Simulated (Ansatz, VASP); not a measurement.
# SiC: VASP beside Ansatz

```
Si C
1.0
     0.00000    2.17841    2.17841
     2.17841    0.00000    2.17841
     2.17841    2.17841    0.00000
Si C
1 1
Direct
  0.00000 0.00000 0.00000
  0.75000 0.75000 0.75000
```

Alike in both runs: task single point; functional PBEsol; k mesh 10 × 10 × 10; occupations gaussian, width 0.05 eV; no spin polarisation.

|  | VASP | Ansatz |
| --- | --- | --- |
| version | VASP 6.6.1 | Ansatz 0.2.0 |
| potentials or method | VASP PAW PBE potentials, release 64 (Si, C), cutoff 520 eV | scalar-relativistic, plane waves, PAW |
| valence electrons in the cell | 8 | 8 |

|  | VASP | Ansatz | Ansatz less VASP |
| --- | --- | --- | --- |
| gap on the k mesh at the Fermi level (eV) | 1.23 | 1.24 | +0.010 |
| least direct gap on the mesh (eV) | 4.44 | 4.45 | +0.009 |
| pressure (GPa) | 0.4 | 0.0 | -0.35 |

VASP's potentials were made for PBE, not for PBEsol.
